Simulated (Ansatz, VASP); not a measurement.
## TiAl in VASP and in Ansatz

```xyz
2
Lattice="3.1561 0.0000 0.0000 0.0000 3.1561 0.0000 0.0000 0.0000 3.1561" Properties=species:S:1:pos:R:3 pbc="T T T"
Ti    0.0000    0.0000    0.0000
Al    1.5780    1.5780    1.5780
```

Alike in both runs: task single point; functional PBEsol; k mesh 16 × 16 × 16; occupations gaussian, width 0.15 eV; no spin polarisation.

|  | VASP | Ansatz |
| --- | --- | --- |
| version | VASP 6.6.1 | Ansatz 0.2.0 |
| potentials or method | VASP PAW PBE potentials, release 64 (Ti_sv, Al), cutoff 520 eV | scalar-relativistic, plane waves, PAW |
| valence electrons in the cell | 15 | 15 |

VASP gave:

- gap on the k mesh at the Fermi level (eV): none
- pressure (GPa): 0.1

Question: What did Ansatz give for the same quantities?

Answer: gap on the k mesh at the Fermi level (eV): none; pressure (GPa): 0.0.

VASP's potentials were made for PBE, not for PBEsol, and Ansatz warns of the same on its side. A gap of «none» marks a metal or a gap that the smearing closes.
